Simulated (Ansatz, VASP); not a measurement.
# One calculation of P, two programs

Contents of INCAR:

```
SYSTEM = P
PREC = Accurate ; ENCUT = 520
EDIFF = 1E-7 ; ISMEAR = 0
SIGMA = 0.1 ; LREAL = .FALSE.
LASPH = .TRUE. ; NELM = 100
ALGO = Normal ; ISIF = 2
LWAVE = .FALSE. ; LCHARG = .TRUE.
GGA = PE ; LELF = .TRUE.
LVHAR = .TRUE. ; NBANDS = 8
```

KPOINTS

```
Automatic mesh
0
G
  22 22 22
  0 0 0
```

POSCAR

```
P
1.0
    2.3425131072      0.0000000000      0.0000000000
    0.0000000000      2.3425131072      0.0000000000
    0.0000000000      0.0000000000      2.3425131072
P
1
Direct
    0.0000000000      0.0000000000      0.0000000000
```

Input for Ansatz:

```yaml
crystal:
  lattice:
    - [2.3425131072, 0.0, 0.0]
    - [0.0, 2.3425131072, 0.0]
    - [0.0, 0.0, 2.3425131072]
  atoms:
    - { symbol: P, position: [0.0, 0.0, 0.0] }
basis:
  ecutwfc: 420
kpoints:
  mp_grid: { grid: [22, 22, 22] }
hamiltonian:
  xc: pbe
scf:
  occupations: { method: gaussian, width: 0.1 }
output:
  forces: true
  stress: true
  eigenvalues: true
```

Alike in both runs: task single point; functional PBE; k mesh 22 × 22 × 22; occupations gaussian, width 0.1 eV; no spin polarisation.

|  | VASP | Ansatz |
| --- | --- | --- |
| version | VASP 6.6.1 | Ansatz 0.2.0 |
| potentials or method | VASP PAW PBE potentials, release 64 (P), cutoff 520 eV | scalar-relativistic, plane waves, PAW |
| valence electrons in the cell | 5 | 5 |

VASP gave:

| Property | Result |
| --- | --- |
| gap on the k mesh at the Fermi level (eV) | none |
| pressure (GPa) | 19.2 |

Q: What did Ansatz give for the same quantities?

A: gap on the k mesh at the Fermi level (eV): none; pressure (GPa): 19.7.

A gap of «none» marks a metal or a gap that the smearing closes. With one functional, cell and mesh, what is left measures potentials, basis and numerics.
